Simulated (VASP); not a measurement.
# As (R-3m) in VASP: further runs

Runs on As. Level: PBE. Tasks: single point.

Program: VASP 6.6.1. These are calculated values, not measurements. Logs are shortened: lines on timing, memory, paths and dates and some standing lists are left out, and cuts for length are marked.

**1. The cell of the first run**

It takes space group R-3m (No. 166, trigonal). Conventional cell: a = 3.759 Å, b = 3.759 Å, c = 10.457 Å, α = 90.00°, β = 90.00°, γ = 120.00°. As (site symmetry 3m) has 6 As at 2.52 to 3.10 Å within 3.3 Å.

**2. Single point, PBE**

File INCAR:

```
PREC = Accurate
ENCUT = 510
EDIFF = 1E-6
ISMEAR = -1
SIGMA = 0.23
LREAL = F
LASPH = T
NELM = 120
ALGO = Normal
ISIF = 2
LWAVE = F
LCHARG = T
GGA = PE
LELF = T
LVHAR = T
NBANDS = 22
GGA_COMPAT = F
```

File KPOINTS:

```
regular mesh
0
Gamma
  6 6 6
```

File POSCAR:

```
As
1.0
    1.8797494575      1.0852738553      3.4857700000
   -1.8797494575      1.0852738553      3.4857700000
    0.0000000000     -2.1705477106      3.4857700000
As
2
Direct
    0.2275400000      0.2275400000      0.2275400000
    0.7724600000      0.7724600000      0.7724600000
```

Potentials or basis: VASP PAW PBE potentials, release 64 (As_d).

On the command line:

```sh
$ cat potpaw_PBE.64/As_d/POTCAR > POTCAR
$ mpirun -np 1 vasp_std > vasp.out
```

OUTCAR:

```text
PREC = Accurate
   ENCUT = 510
   EDIFF = 1E-6
   ISMEAR = -1
   LREAL = F
   LASPH = T
   NELM = 120
   ISIF = 2
   GGA = PE

 ion  position               nearest neighbor table
   1  0.228  0.228  0.228-   2 2.52   2 2.52   2 2.52
   2  0.772  0.772  0.772-   1 2.52   1 2.52   1 2.52

  LATTYP: Found a trigonal (rhomboedric) cell.
 ALAT       =     4.1063207202
 COS(alpha) =     0.5808936906

  Lattice vectors:

 A1 = (   1.8797494575,   1.0852738553,   3.4857700000)
 A2 = (  -1.8797494575,   1.0852738553,   3.4857700000)
 A3 = (   0.0000000000,  -2.1705477106,   3.4857700000)

Analysis of symmetry for initial positions (statically):
=====================================================================
 Subroutine PRICEL returns:
 Original cell was already a primitive cell.

 Routine SETGRP: Setting up the symmetry group for a
 trigonal (rhombohedral) supercell.

 Subroutine GETGRP returns: Found 12 space group operations
 (whereof 12 operations were pure point group operations)
 out of a pool of 12 trial point group operations.

The static configuration has the point symmetry D_3d.

Analysis of symmetry for dynamics (positions and initial velocities):
=====================================================================
 Subroutine PRICEL returns:
 Original cell was already a primitive cell.

 Routine SETGRP: Setting up the symmetry group for a
 trigonal (rhombohedral) supercell.

 Subroutine GETGRP returns: Found 12 space group operations
 (whereof 12 operations were pure point group operations)
 out of a pool of 12 trial point group operations.

The dynamic configuration has the point symmetry D_3d.

 Subroutine INISYM returns: Found 12 space group operations
 (whereof 12 operations are pure point group operations),
 and found     1 'primitive' translations

----------------------------------------------------------------------------------------

                                     Primitive cell

  volume of cell :      42.6667

  direct lattice vectors                    reciprocal lattice vectors
     1.879749457  1.085273855  3.485770000     0.265992895  0.153571070  0.095626887
    -1.879749457  1.085273855  3.485770000    -0.265992895  0.153571070  0.095626887
     0.000000000 -2.170547711  3.485770000     0.000000000 -0.307142139  0.095626887

  length of vectors
     4.106320720  4.106320720  4.106320720     0.321684310  0.321684310  0.321684310

  position of ions in fractional coordinates (direct lattice)
     0.227540000  0.227540000  0.227540000
     0.772460000  0.772460000  0.772460000

  ion indices of the primitive-cell ions
   primitive index   ion index
                 1           1
                 2           2

----------------------------------------------------------------------------------------

 KPOINTS: regular mesh

Automatic generation of k-mesh.
 Grid dimensions read from file:
 generate k-points for:    6    6    6

 Generating k-lattice:

  Cartesian coordinates                     Fractional coordinates (reciprocal lattice)
     0.044332149  0.025595178  0.015937814     0.166666667 -0.000000000 -0.000000000
    -0.044332149  0.025595178  0.015937814    -0.000000000  0.166666667 -0.000000000
     0.000000000 -0.051190357  0.015937814    -0.000000000 -0.000000000  0.166666667

  Length of vectors
     0.053614052  0.053614052  0.053614052

  Shift w.r.t. Gamma in fractional coordinates (k-lattice)
     0.000000000  0.000000000  0.000000000

 Subroutine IBZKPT returns following result:
 ===========================================

 Found     32 irreducible k-points:

 Following reciprocal coordinates:
            Coordinates               Weight
  0.000000  0.000000  0.000000      1.000000
  0.166667  0.000000  0.000000      6.000000
  0.333333  0.000000  0.000000      6.000000
  0.500000  0.000000  0.000000      3.000000
  0.166667  0.166667  0.000000      6.000000
  0.333333  0.166667  0.000000     12.000000
[... 16 lines left out ...]
  0.500000  0.500000  0.166667      6.000000
 -0.333333  0.500000  0.166667     12.000000
 [... further k-points ...]
   k-points           NKPTS =     32   k-points in BZ     NKDIM =     32   number of bands    NBANDS=     22
   number of dos      NEDOS =    301   number of ions     NIONS =      2
   total plane-waves  NPLWV =  27000
   dimension x,y,z NGX =    30 NGY =   30 NGZ =   30
   dimension x,y,z NGXF=    60 NGYF=   60 NGZF=   60
   ions per type =               2
   NGX,Y,Z   is equivalent  to a cutoff of  12.15, 12.15, 12.15 a.u.
   NGXF,Y,Z  is equivalent  to a cutoff of  24.29, 24.29, 24.29 a.u.
 SYSTEM =  unknown system
   PREC   = accura    normal or accurate (medium, high low for compatibility)
   ISTART =      0    job   : 0-new  1-cont  2-samecut
   ICHARG =      2    charge: 1-file 2-atom 10-const
   ISPIN  =      1    spin polarized calculation?
   LNONCOLLINEAR =      F non collinear calculations
   LSORBIT =      F    spin-orbit coupling
   LASPH  =      T    aspherical Exc in radial PAW
   ENCUT  =  510.0 eV  37.48 Ry    6.12 a.u.   7.56  7.56  7.56*2*pi/ulx,y,z
   NELM   =    120;   NELMIN=  2; NELMDL= -5     # of ELM steps
   EDIFF  = 0.1E-05   stopping-criterion for ELM
   LREAL  =      F    real-space projection
   EDIFFG = 0.1E-04   stopping-criterion for IOM
   NSW    =      0    number of steps for IOM
   IBRION =     -1    ionic relax: 0-MD 1-quasi-New 2-CG
   NFREE  =      0    steps in history (QN), initial steepest desc. (CG)
   ISIF   =      2    stress and relaxation
   ISYM   =      2    0-nonsym 1-usesym 2-fastsym
   POTIM  = 0.5000    time-step for ionic-motion
   TEBEG  =    0.0;   TEEND  =   0.0 temperature during run
   PSTRESS=    0.0 pullay stress
   NELECT =      30.0000    total number of electrons
   NUPDOWN=      -1.0000    fix difference up-down
   EMIN   =  10.00;   EMAX   =-10.00  energy-range for DOS
   EFERMI =   0.00;   METHOD = LEGACY
   ISMEAR =    -1;   SIGMA  =   0.23  broadening in eV -4-tet -1-fermi 0-gaus
   EFERMI_NEDOS =   21; number of points for ismear=-14 and -15
   IALGO  =     38    algorithm
   IMIX   =      4    mixing-type and parameters
     AMIX     =   0.40;   BMIX     =  1.00
     AMIX_MAG =   1.60;   BMIX_MAG =  1.00
  volume/ion in A,a.u.               =      21.33       143.96
  Fermi-wavevector in a.u.,A,eV,Ry     =   1.455746  2.750960 28.833402  2.119195
  Thomas-Fermi vector in A             =   2.572744
   LORBIT       =      0    0 simple, 1 ext, 2 COOP (PROOUT), +10 PAW based schemes
   GGA     = PE    functional components
   LHFCALC =     F    Hartree Fock is set to
   AEXX    =    0.0000 exact exchange contribution
   IVDW    =     0    specifies the selected vdW correction
   LEPSILON=     F    determine dielectric tensor
   LRPA    =     F    only Hartree local field effects (RPA)
 non-spin polarized calculation
  energy-cutoff  :      510.00
  volume of cell :       42.67
 maximum number of plane-waves:      1124
   NGX = 15   NGY = 15   NGZ = 15

 number of electron      29.9999999 magnetization

 Free energy of the ion-electron system (eV)
  ---------------------------------------------------
  ext. energy  EPLUGINS =         0.00000000
  ---------------------------------------------------
  free energy    TOTEN  =        -9.39404057 eV

  energy without entropy =       -9.33834475  energy(sigma->0) =       -9.36619266

 E-fermi :   3.8797     XC(G=0): -10.7157

 val. band max:        3.5739439411   @ k =   0.5000   0.0000   0.0000
 cond. band min:       3.8995965654   @ k =   0.3333   0.1667   0.1667
 fundamental gap:      0.3256526243
 Fermi energy:         3.8796915654

 k-point     1 :       0.0000    0.0000    0.0000
  band No.  band energies     occupation
      1     -32.4369      2.00000
      2     -32.4369      2.00000
      3     -32.3908      2.00000
      4     -32.3908      2.00000
      5     -32.3621      2.00000
      6     -32.3228      2.00000
[... 14 lines left out ...]
     21      11.0943      0.00000
     22      12.6693      0.00000

 k-point     2 :       0.1667    0.0000    0.0000
  band No.  band energies     occupation
      1     -32.4336      2.00000
      2     -32.4288      2.00000
      3     -32.3881      2.00000
      4     -32.3851      2.00000
      5     -32.3597      2.00000
      6     -32.3267      2.00000
[... 14 lines left out ...]
     21      10.8234      0.00000
     22      14.7150      0.00000

 k-point     3 :       0.3333    0.0000    0.0000
  band No.  band energies     occupation
      1     -32.4262      2.00000
      2     -32.4080      2.00000
      3     -32.3820      2.00000
      4     -32.3707      2.00000
      5     -32.3532      2.00000
      6     -32.3373      2.00000
[... 14 lines left out ...]
     21      12.9333      0.00000
     22      16.2746      0.00000

 k-point     4 :       0.5000    0.0000    0.0000
  band No.  band energies     occupation
      1     -32.4220      2.00000
      2     -32.3929      2.00000
      3     -32.3747      2.00000
      4     -32.3566      2.00000
      5     -32.3555      2.00000
      6     -32.3493      2.00000
[... 14 lines left out ...]
     21      15.4557      0.00000
     22      15.6293      0.00000

 k-point     5 :       0.1667    0.1667    0.0000
  band No.  band energies     occupation
      1     -32.4363      2.00000
      2     -32.4246      2.00000
      3     -32.3888      2.00000
      4     -32.3841      2.00000
      5     -32.3592      2.00000
      6     -32.3279      2.00000
[... 417 lines left out ...]
 k-point    22 :      -0.1667    0.3333    0.1667
  band No.  band energies     occupation
      1     -32.4308      2.00000
      2     -32.3890      2.00000
      3     -32.3767      2.00000
      4     -32.3646      2.00000
      5     -32.3524      2.00000
      6     -32.3483      2.00000
[... 14 lines left out ...]
     21      14.4369      0.00000
     22      16.0138      0.00000

 k-point    23 :       0.5000    0.5000    0.1667
  band No.  band energies     occupation
      1     -32.4316      2.00000
      2     -32.4034      2.00000
      3     -32.3825      2.00000
      4     -32.3688      2.00000
      5     -32.3517      2.00000
      6     -32.3394      2.00000
[... 14 lines left out ...]
     21      15.5183      0.00000
     22      15.8384      0.00000

 k-point    24 :      -0.3333    0.5000    0.1667
  band No.  band energies     occupation
      1     -32.4306      2.00000
      2     -32.3924      2.00000
      3     -32.3768      2.00000
      4     -32.3657      2.00000
      5     -32.3498      2.00000
      6     -32.3456      2.00000
[... 14 lines left out ...]
     21      15.8388      0.00000
     22      16.9259      0.00000

 [... further k-points ...]

------------------------ aborting loop because EDIFF is reached ----------------------------------------

  FORCE on cell =-STRESS in cart. coord.  units (eV):
  Direction    XX          YY          ZZ          XY          YZ          ZX
  --------------------------------------------------------------------------------------
  -------------------------------------------------------------------------------------
  Total        1.0211457      1.0211457      0.7435182      0.0000000     -0.0000000      0.0000000
  in kB       38.3450245     38.3450245     27.9198367      0.0000000     -0.0000000      0.0000000
  external PRESSURE =      34.8699619 kB  Pullay stress =       0.0000000 kB

 VOLUME and BASIS-vectors are now :
 -----------------------------------------------------------------------------
  energy-cutoff  :      510.00
  volume of cell :       42.67
      direct lattice vectors                 reciprocal lattice vectors
     1.879749457  1.085273855  3.485770000     0.265992895  0.153571070  0.095626887
    -1.879749457  1.085273855  3.485770000    -0.265992895  0.153571070  0.095626887
     0.000000000 -2.170547711  3.485770000     0.000000000 -0.307142139  0.095626887

 POSITION                                       TOTAL-FORCE (eV/Angst)
 -----------------------------------------------------------------------------------
      0.00000      0.00000      2.37946         0.000000      0.000000      0.186971
      0.00000      0.00000      8.07785         0.000000     -0.000000     -0.186971
 -----------------------------------------------------------------------------------
    total drift:                               -0.000000      0.000000     -0.000000

  FREE ENERGIE OF THE ION-ELECTRON SYSTEM (eV)
  ---------------------------------------------------
  free  energy   TOTEN  =        -9.3940405664 eV

  energy  without entropy=       -9.3383447547  energy(sigma->0) =       -9.36619266
```

Run time: 51 s. Hardware: 1 thread of Intel Xeon Platinum 8259CL at 2.50GHz (Skylake/Cascade Lake), shared host; peak memory 0.17 GiB.

What came out:

```
Free energy            : -9.3940 eV
Pressure               : 3.5 GPa
Largest force          : 0.187 eV/Å
Band gap on the k mesh : zero (bands 15 and 16 overlap by 0.33 eV)
```

Forces on the atoms (eV/Å):
```
As   0.000  0.000  0.187
As   0.000  0.000 -0.187
```

Caveat: the cell stands under pressure.

**3. Single point, PBE**

File INCAR:

```
SYSTEM = As
  PREC = Accurate
  ENCUT = 510
  EDIFF = 1E-6
  ISMEAR = 0
  SIGMA = 0.1
  LREAL = .FALSE.
  LASPH = .TRUE.
  NELM = 120
  ALGO = Normal
  ISIF = 2
  LWAVE = .FALSE.
  LCHARG = .FALSE.
  GGA = PE
  NBANDS = 22
  GGA_COMPAT = .FALSE.
```

File KPOINTS:

```
regular mesh
0
G
  6 6 6
  0 0 0
```

POSCAR is that of step 2.

Potentials or basis: VASP PAW PBE potentials, release 64 (As_d).

On the command line:

```sh
$ cat potpaw_PBE.64/As_d/POTCAR > POTCAR
$ mpirun -np 1 vasp_std > vasp.out
```

Wall time 20 s (1 thread of Intel Xeon Platinum 8375C at 2.90GHz (Ice Lake), shared host); peak memory 0.17 GiB.

Results (log left out):

- Free energy: -9.3737 eV
- Pressure: 3.5 GPa
- Largest force: 0.121 eV/Å
- Band gap on the k mesh: zero (bands 15 and 16 overlap by 0.33 eV)

Forces in eV/Å, atoms in the order of the input:
```
As   0.000  0.000  0.121
As   0.000  0.000 -0.121
```

Stress tensor (GPa, compression positive):
```
4.05 0.00 0.00
0.00 4.05 0.00
0.00 0.00 2.52
```

Levels at points of the mesh, in eV from the Fermi level:
```tsv
k point	band 11	band 12	band 13	band 14	band 15	band 16	band 17	band 18	band 19	band 20
(0.00, 0.00, 0.00)	-15.11	-5.80	-2.57	-2.04	-2.04	1.76	2.94	2.94	6.80	6.80
(0.50, 0.00, 0.00)	-12.34	-11.18	-2.79	-2.77	-0.39	-0.33	0.24	1.22	9.04	9.29
(0.50, 0.50, 0.00)	-12.30	-9.70	-6.11	-4.32	-4.17	1.49	5.47	6.80	7.34	10.74
(0.50, 0.50, 0.50)	-13.74	-10.16	-1.75	-1.75	-0.57	0.67	0.67	1.75	8.12	10.59
```

Caveat: the cell stands under pressure.

The gap in the log of VASP goes by the Fermi energy; the results here count the filled bands.